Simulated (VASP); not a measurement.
Input of a VASP 6.6.1 run:

INCAR

```
SYSTEM = GeI
ALGO = Normal
EDIFF = 1E-6
ENCUT = 520
GGA = PE
ISIF = 2
ISMEAR = 0
LASPH = .TRUE.
LCHARG = .TRUE.
LELF = .TRUE.
LREAL = .FALSE.
LVHAR = .TRUE.
LWAVE = .FALSE.
NBANDS = 18
NELM = 80
PREC = Accurate
SIGMA = 0.1
```

KPOINTS

```
k-points
0
G
  6 6 6
  0 0 0
```

The input POSCAR:

```
GeI
1.0
    2.2128882513      1.2776116276      3.6612376092
   -2.2128882513      1.2776116276      3.6612376092
    0.0000000000     -2.5552232551      3.6612376092
Ge I
1 1
Direct
    0.5000000000      0.5000000000      0.5000000000
    0.0000000000      0.0000000000      0.0000000000
```

Potentials or basis: VASP PAW PBE potentials, release 64 (Ge_d, I).

Run with:

```console
$ cat potpaw_PBE.64/Ge_d/POTCAR potpaw_PBE.64/I/POTCAR > POTCAR
$ mpirun -np 1 vasp_std > vasp.out
```

(1) What does it give for the band gap on the k mesh?

(2) Estimate the pressure.

Results:

(1) zero (an odd number of electrons rules out a gap without spin polarisation).

(2) 0.3 GPa.

Caveat: spin-orbit coupling is left out, which moves the levels of the heavy elements; an odd number of electrons without spin polarisation forces a metal; a magnetic or distorted state may lie lower.
